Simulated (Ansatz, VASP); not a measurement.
# Au in VASP and in Ansatz

```
Au
1.0
     1.45889   -2.52661    0.00000
     1.45889    2.52661    0.00000
     0.00000    0.00000    4.88651
Au
2
Direct
  0.33361 0.66639 0.75000
  0.66639 0.33361 0.25000
```

Change from the starting cell: the structure that the rattled cell fell into.

Alike in both runs: functional PBE; k mesh 22 × 22 × 12; occupations gaussian, width 0.1 eV; no spin polarisation.

Ansatz relaxed the structure, and its values are those at the end. VASP's run is a single point on that final structure, the one shown.

```csv
,VASP,Ansatz
version,VASP 6.6.1,Ansatz 0.2.0
potentials or method,"VASP PAW PBE potentials, release 64 (Au), cutoff 520 eV","scalar-relativistic, plane waves, PAW"
valence electrons in the cell,22,38
```

Ansatz gave:

```
gap on the k mesh at the Fermi level (eV) : none
pressure (GPa)                            : 0.0
```

Task: What did VASP give for the same quantities?

Result: gap on the k mesh at the Fermi level (eV): none; pressure (GPa): -0.1.

A gap of «none» marks a metal or a gap that the smearing closes. VASP's potentials hold 22 valence electrons a cell and Ansatz's 38, so a difference there can come from the potentials and not from the codes.

Neither program's run includes spin-orbit coupling.
